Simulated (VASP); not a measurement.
Wanted: the native input for a VASP 6.6.1 run.

```
Task                   : single point
Functional             : PBEsol
Potentials or basis    : VASP PAW PBE potentials, release 64 (Fe, Ge_d)
Cutoff                 : 600 eV
k mesh                 : 3 × 3 × 3
Occupations            : gaussian, width 0.05 eV
Spin                   : collinear spin, ferromagnetic start
Starting moments       : [2.0, 0.0, 0.0, 0.0, 0.0, 0.0, 0.0, 0.0, 0.0, 0.0, 0.0, 0.0, 0.0, 0.0, 0.0, 0.0, 0.0] μB
Hubbard terms          : Fe d U = 4.0 eV
Dipole correction      : no
Further INCAR settings : ALGO = Normal; EDIFF = 1e-06; NBANDS = 134
```

The structure of FeGe16 lies in POSCAR:

```
FeGe16
1.0
    0.0000000000      5.6575400000      5.6575400000
    5.6575400000      0.0000000000      5.6575400000
    5.6575400000      5.6575400000      0.0000000000
Fe Ge
1 16
Direct
    0.2500000000      0.2500000000      0.2500000000
    0.0000000000      0.0000000000      0.0000000000
   -0.0023874109     -0.0023874109      0.5023874109
   -0.0023874109      0.5023874109     -0.0023874109
   -0.0023874109      0.5023874109      0.5023874109
    0.5023874109     -0.0023874109     -0.0023874109
    0.5023874109     -0.0023874109      0.5023874109
    0.5023874109      0.5023874109     -0.0023874109
    0.5000000000      0.5000000000      0.5000000000
    0.1242205332      0.1242205332      0.1242205332
    0.1242205332      0.1242205332      0.6273384004
    0.1242205332      0.6273384004      0.1242205332
    0.1277661185      0.6240779605      0.6240779605
    0.6273384004      0.1242205332      0.1242205332
    0.6240779605      0.1277661185      0.6240779605
    0.6240779605      0.6240779605      0.1277661185
    0.6240779605      0.6240779605      0.6240779605
```

The input as run:

INCAR

```
SYSTEM = FeGe16
PREC = Accurate
ENCUT = 600
EDIFF = 1E-6
ISMEAR = 0
SIGMA = 0.05
LREAL = .False.
LASPH = .True.
NELM = 200
ALGO = Normal
ISIF = 2
LWAVE = .False.
LCHARG = .False.
ISPIN = 2
MAGMOM = 2 0 0 0 0 0 0 0 0 0 0 0 0 0 0 0 0
LORBIT = 11
LMAXMIX = 4
LDAU = .True.
LDAUTYPE = 2
LDAUL = 2 -1
LDAUU = 4 0
LDAUJ = 0 0
LDAUPRINT = 1
GGA = PS
NBANDS = 134
GGA_COMPAT = .False.
```

KPOINTS

```
Automatic mesh
0
Gamma
  3 3 3
  0 0 0
```

Potentials or basis: VASP PAW PBE potentials, release 64 (Fe, Ge_d).

Launch:

```bash
$ cat potpaw_PBE.64/Fe/POTCAR potpaw_PBE.64/Ge_d/POTCAR > POTCAR
$ mpirun -np 1 vasp_std > vasp.out
```

Results of the run:

| Item | Value |
| --- | --- |
| Pressure | 2.6 GPa |
| Largest force | 0.031 eV/Å |
| Net moment | 2.70 μB per cell |
| Site moments | Fe +2.66; Ge +0.03, +0.00, -0.00, +0.01 μB |
| Valence electrons inside the program's atomic spheres | Fe 7.22; Ge 12.41, 12.42, 12.43, 12.46 |

Caveat: the PAW data sets were made with another functional, which shifts forces and pressure a little; the U is typed as a test and isn't derived for this compound.

It took 20 min on 1 thread of Intel Xeon 6975P-C (shared host), peak memory 0.96 GiB.
